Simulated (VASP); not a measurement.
# ZnS (F-43m) in VASP: notebook, part 2 of 2

VASP 6.6.1. The steps go on from the part before.

### Step 4. Electric field gradients, PBE

This run uses another cell than the first one: it holds 16 atoms, not 2.

File INCAR:

```
PREC = Accurate
ENCUT = 520
EDIFF = 1E-8
ISMEAR = 0
SIGMA = 0.01
LREAL = Auto
LASPH = True
NELM = 80
ALGO = Normal
ISIF = 2
LWAVE = False
LCHARG = False
GGA = PE
LEFG = True
NBANDS = 86
```

File KPOINTS:

```
regular mesh
0
Gamma
  3 3 3
```

File POSCAR:

```
ZnS
1.0
    0.0000000000      5.4040000000      5.4040000000
    5.4040000000      0.0000000000      5.4040000000
    5.4040000000      5.4040000000      0.0000000000
Zn S
8 8
Direct
    0.1250000000      0.1250000000      0.1250000000
    0.1250000000      0.1250000000      0.6250000000
    0.1250000000      0.6250000000      0.1250000000
    0.1250000000      0.6250000000      0.6250000000
    0.6250000000      0.1250000000      0.1250000000
    0.6250000000      0.1250000000      0.6250000000
    0.6250000000      0.6250000000      0.1250000000
    0.6250000000      0.6250000000      0.6250000000
    0.0000000000      0.0000000000      0.0000000000
    0.0000000000      0.0000000000      0.5000000000
    0.0000000000      0.5000000000      0.0000000000
    0.0000000000      0.5000000000      0.5000000000
    0.5000000000      0.0000000000      0.0000000000
    0.5000000000      0.0000000000      0.5000000000
    0.5000000000      0.5000000000      0.0000000000
    0.5000000000      0.5000000000      0.5000000000
```

Potentials or basis: VASP PAW PBE potentials, release 64 (Zn, S).

Command:

```bash
$ cat potpaw_PBE.64/Zn/POTCAR potpaw_PBE.64/S/POTCAR > POTCAR
$ mpirun -np 1 vasp_std > vasp.out
```

OUTCAR:

```text
PREC = Accurate
   ENCUT = 520
   EDIFF = 1E-8
   ISMEAR = 0
   LREAL = Auto
   LASPH = True
   NELM = 80
   ISIF = 2
   GGA = PE

 ion  position               nearest neighbor table
   1  0.125  0.125  0.125-   9 2.34  10 2.34  11 2.34  13 2.34
   2  0.125  0.125  0.625-   9 2.34  10 2.34  12 2.34  14 2.34
   3  0.125  0.625  0.125-   9 2.34  11 2.34  12 2.34  15 2.34
   4  0.125  0.625  0.625-  10 2.34  11 2.34  12 2.34  16 2.34
   5  0.625  0.125  0.125-   9 2.34  13 2.34  14 2.34  15 2.34
   6  0.625  0.125  0.625-  10 2.34  13 2.34  14 2.34  16 2.34
[... 8 lines left out ...]
  15  0.500  0.500  0.000-   3 2.34   5 2.34   7 2.34   8 2.34
  16  0.500  0.500  0.500-   4 2.34   6 2.34   7 2.34   8 2.34
[... 6 lines left out ...]
 A1 = (   0.0000000000,   5.4040000000,   5.4040000000)
 A2 = (   5.4040000000,   0.0000000000,   5.4040000000)
 A3 = (   5.4040000000,   5.4040000000,   0.0000000000)
[... 598 lines left out ...]

 Electric field gradients after diagonalization (V/A^2)
 (convention: |V_zz| > |V_xx| > |V_yy|)
----------------------------------------------------------------------
 ion       V_xx      V_yy      V_zz     asymmetry (V_yy - V_xx)/ V_zz
----------------------------------------------------------------------
   1      -0.003    -0.003     0.006       0.000
   2      -0.003    -0.003     0.006       0.000
   3      -0.003    -0.003     0.006       0.000
   4      -0.003    -0.003     0.006       0.000
   5      -0.003    -0.003     0.006       0.000
   6      -0.003    -0.003     0.006       0.000
[... 8 lines left out ...]
  15      -0.000    -0.000     0.000       0.000
  16      -0.000    -0.000     0.000       0.000
----------------------------------------------------------------------

           NMR quadrupolar parameters

 Cq : quadrupolar parameter    Cq=e*Q*V_zz/h
 eta: asymmetry parameters     (V_yy - V_xx)/ V_zz
 Q  : nuclear electric quadrupole moment in mb (millibarn)
----------------------------------------------------------------------
 ion       Cq(MHz)       eta       Q (mb)
----------------------------------------------------------------------
   1       0.000       0.000       1.000
   2       0.000       0.000       1.000
   3       0.000       0.000       1.000
   4       0.000       0.000       1.000
   5       0.000       0.000       1.000
   6       0.000       0.000       1.000
[... 8 lines left out ...]
  15       0.000       0.000       1.000
  16       0.000       0.000       1.000
----------------------------------------------------------------------
```

OSZICAR:

```text
N       E                     dE             d eps       ncg     rms          rms(c)
DAV:   1     0.131313946208E+04    0.13131E+04   -0.64148E+04   688   0.201E+03
DAV:   2     0.168324543095E+03   -0.11448E+04   -0.10986E+04   688   0.498E+02
DAV:   3    -0.434271321591E+02   -0.21175E+03   -0.20592E+03   744   0.182E+02
[... 12 lines left out ...]
DAV:  16    -0.547599244974E+02   -0.13673E-06   -0.14891E-07   754   0.137E-03    0.754E-04
DAV:  17    -0.547599245209E+02   -0.23487E-07   -0.44444E-08   652   0.135E-03    0.354E-04
DAV:  18    -0.547599245952E+02   -0.74342E-07   -0.64430E-09   416   0.337E-04    0.166E-04
DAV:  19    -0.547599246127E+02   -0.17535E-07   -0.15327E-09   398   0.175E-04    0.554E-05
DAV:  20    -0.547599246118E+02    0.90222E-09   -0.61678E-10   398   0.136E-04
   1 F= -.54759925E+02 E0= -.54759925E+02  d E =-.162666E-22
```

stdout:

```text
POSCAR found type information on POSCAR ZnS
 POSCAR found :  2 types and      16 ions
 scaLAPACK will be used
 LDA part: xc-table for (Slater+PW92), standard interpolation
 POSCAR, INCAR and KPOINTS ok, starting setup
 FFT: planning ... GRIDC
 FFT: planning ... GRID_SOFT
 FFT: planning ... GRID
 WAVECAR not read
 entering main loop
ion   1

ion   2

ion   3

ion   4

ion   5

ion   6

ion   7

ion   8

ion   9

ion  10

ion  11

ion  12

ion  13

ion  14

ion  15

ion  16
```

Wall time 3.3 min (1 thread of Intel Xeon Platinum 8559C (Emerald Rapids), shared host); peak memory 0.49 GiB.

What came out:

| Item | Value |
| --- | --- |
| Free energy | -54.7599 eV |
| Pressure | 1.8 GPa |
| Band gap on the k mesh | 2.11 eV |

Levels at points of the mesh, in eV from the valence-band top:
```tsv
k point	band 70	band 71	band 72	band 73	band 74	band 75
(0.00, 0.00, 0.00)	0.00	0.00	0.00	2.11	3.31	3.31
```

Caveat: without QUAD_EFG the Cq values of the log hold for a quadrupole moment of 1 mb, not for the nuclei. As with any semilocal functional, this PBE gap is likely too small.

### Step 5. Overview

| task | cell | k mesh | smearing | gap on the mesh (eV) | pressure (GPa) |
| --- | --- | --- | --- | --- | --- |
| electric field gradients | a = 3.821 Å, angles 60.0°, 2 atoms | 9 × 9 × 9 | tetrahedron | 2.11 | 1.8 |
| dielectric tensor | a = 3.821 Å, angles 60.0°, 2 atoms | 9 × 9 × 9 | gaussian 0.01 eV | 2.11 | - |
| electric field gradients | a = 7.642 Å, angles 60.0°, 16 atoms | 3 × 3 × 3 | gaussian 0.01 eV | 2.11 | 1.8 |

Alike in all rows: level PBE; potentials or basis VASP PAW PBE potentials, release 64 (Zn, S); no spin polarisation; cutoff (eV) 520.

Absolute energies hang on the potentials; compare differences alone.
